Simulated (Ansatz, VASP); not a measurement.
# One calculation of Re, two programs

```
CELL_PARAMETERS angstrom
2.76080 0.00000 0.00000
-1.38040 2.39092 0.00000
0.00000 0.00000 4.45820
ATOMIC_POSITIONS crystal
Re 0.66667 0.33333 0.75000
Re 0.33333 0.66667 0.25000
```

Alike in both runs: task relaxation of cell and atoms; functional BLYP; k mesh 11 × 11 × 6; occupations fermi-dirac, width 0.05 eV; no spin polarisation.

|  | VASP | Ansatz |
| --- | --- | --- |
| version | VASP 6.6.1 | Ansatz 0.2.0 |
| potentials or method | VASP PAW PBE potentials, release 64 (Re) | Ansatz PAW |
| plane-wave cutoff (eV) | 600 | 420 |
| valence electrons in the cell | 14 | 30 |

VASP gave:

- relaxed volume (Å³/atom): 15.61
- relaxed length of the cell vector where the two differ most in proportion (Å): 2.818

What did Ansatz give for the same quantities?

Relaxed volume (Å³/atom): 15.53; relaxed length of the cell vector where the two differ most in proportion (Å): 2.813.

VASP's potentials were made for PBE, not for BLYP. VASP's potentials hold 14 valence electrons a cell and Ansatz's 30, so a difference there can come from the potentials and not from the codes.

Neither program's run includes spin-orbit coupling. Noted on Ansatz's run: the plane-wave basis is chosen anew once the cell has moved, so the energies of steps on either side of that aren't comparable.
